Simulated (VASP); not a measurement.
A run of VASP 6.6.1:

The input INCAR:

```
ALGO = Normal
EDIFF = 1E-6
ENCUT = 520
GGA = PE
ISIF = 2
ISMEAR = 0
LASPH = True
LCHARG = False
LREAL = False
LWAVE = False
NBANDS = 27
NELM = 100
PREC = Accurate
SIGMA = 0.05
```

Contents of KPOINTS:

```
k-points
0
Gamma
  10 10 10
```

POSCAR

```
InSe
1.0
    2.0436193435      1.1798841781      9.4087561521
   -2.0436193435      1.1798841781      9.4087561521
    0.0000000000     -2.3597683562      9.4087561521
In Se
2 2
Direct
    0.0060255696      0.0060255696      0.0060255696
    0.1061556594      0.1061556594      0.1061556594
    0.6275852694      0.6275852694      0.6275852694
    0.8179335016      0.8179335016      0.8179335016
```

Potentials or basis: VASP PAW PBE potentials, release 64 (In_d, Se).

The run is started by

```console
$ cat potpaw_PBE.64/In_d/POTCAR potpaw_PBE.64/Se/POTCAR > POTCAR
$ mpirun -np 1 vasp_std > vasp.out
```

Hardware: 1 thread of Intel(R) Xeon(R) Platinum 8559C (Emerald Rapids), on a shared host.

How long does it take, and how much memory?

Run time: 19 min on 1 thread of Intel(R) Xeon(R) Platinum 8559C (Emerald Rapids), with other jobs on the host, peak memory 0.93 GiB. Counts: scf iterations 15, k points 116.
